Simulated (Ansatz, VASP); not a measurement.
# Two plane-wave programs on LiCl

File INCAR:

```
SYSTEM = LiCl
PREC = Accurate
ENCUT = 520
EDIFF = 1E-6
ISMEAR = 0
SIGMA = 0.02
LREAL = .False.
LASPH = .True.
NELM = 80
ALGO = Normal
ISIF = 2
LWAVE = .False.
LCHARG = .False.
GGA = PE
NBANDS = 12
```

KPOINTS

```
Automatic mesh
0
Gamma
  8 8 8
  0 0 0
```

File POSCAR:

```
LiCl
1.0
    0.0000000000      2.5647600000      2.5647600000
    2.5647600000      0.0000000000      2.5647600000
    2.5647600000      2.5647600000      0.0000000000
Li Cl
1 1
Direct
    0.0012418316     -0.0144009576      0.0090632262
    0.5000000000      0.5000000000      0.5000000000
```

Input for Ansatz:

```yaml
crystal:
  lattice:
    - [0.0, 2.56476, 2.56476]
    - [2.56476, 0.0, 2.56476]
    - [2.56476, 2.56476, 0.0]
  atoms:
    - { symbol: Li, position: [0.0012418316, -0.0144009576, 0.0090632262] }
    - { symbol: Cl, position: [0.5, 0.5, 0.5] }
basis:
  ecutwfc: 420
kpoints:
  mp_grid: { grid: [8, 8, 8] }
hamiltonian:
  xc: pbe
scf:
  occupations: { method: gaussian, width: 0.02 }
output:
  forces: true
  stress: true
  eigenvalues: true
```

Change from the starting cell: one atom moved.

Alike in both runs: task single point; functional PBE; k mesh 8 × 8 × 8; occupations gaussian, width 0.02 eV; no spin polarisation.

```csv
,VASP,Ansatz
version,VASP 6.6.1,Ansatz 0.2.0
potentials or method,"VASP PAW PBE potentials, release 64 (Li_sv, Cl), cutoff 520 eV","scalar-relativistic, plane waves, PAW"
valence electrons in the cell,10,10
```

|  | VASP | Ansatz | Ansatz less VASP |
| --- | --- | --- | --- |
| gap on the k mesh at the Fermi level (eV) | 6.34 | 6.33 | -0.013 |
| least direct gap on the mesh (eV) | 6.34 | 6.33 | -0.013 |
| rms of the force components (eV/Å) | 0.017 | 0.017 | -0.0001 |

Atom by atom the forces differ by 0.000 eV/Å (rms over components). With one functional, cell and mesh, what is left measures potentials, basis and numerics.

Noted on VASP's run: the cutoff is short for stress, so the pressure is rough.
